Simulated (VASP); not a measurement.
Write the native input for VASP 6.6.1 that does the following.

* Task: single point
* Functional: PBE
* Potentials or basis: VASP PAW PBE potentials, release 64 (Sb)
* Cutoff: 520 eV
* k mesh: 7 × 7 × 8
* Occupations: fermi-dirac, width 0.05 eV
* Spin: no spin polarisation
* Dipole correction: no
* Further INCAR settings: ALGO = Normal; EDIFF = 1e-06; NBANDS = 8

The structure of Sb lies in POSCAR:

```
Sb
1.0
   -1.5775790000      1.5802120000      2.7118280000
    1.5669920000     -1.5442780000      2.6847840000
    1.6042890000      1.5709880000     -2.6909380000
Sb
1
Direct
    0.0177470000      0.0046650000      0.0170070000
```

These files were run (other wordings do the same):

INCAR

```
SYSTEM = Sb
PREC = Accurate
ENCUT = 520
EDIFF = 1E-6
ISMEAR = -1
SIGMA = 0.05
LREAL = .FALSE.
LASPH = .TRUE.
NELM = 60
ALGO = Normal
ISIF = 2
LWAVE = .FALSE.
LCHARG = .FALSE.
GGA = PE
NBANDS = 8
```

KPOINTS

```
regular mesh
0
G
  7 7 8
  0 0 0
```

Potentials or basis: VASP PAW PBE potentials, release 64 (Sb).

Launch:

```console
$ cat potpaw_PBE.64/Sb/POTCAR > POTCAR
$ mpirun -np 1 vasp_std > vasp.out
```

Results of the run:

- Pressure: 1.6 GPa
- Band gap on the k mesh: zero (an odd number of electrons rules out a gap without spin polarisation)

Caveat: spin-orbit coupling is left out, which moves the levels of the heavy elements.

Wall time 16 s on 1 thread of Intel(R) Xeon(R) 6975P-C (Granite Rapids) (shared host), peak memory 0.18 GiB.
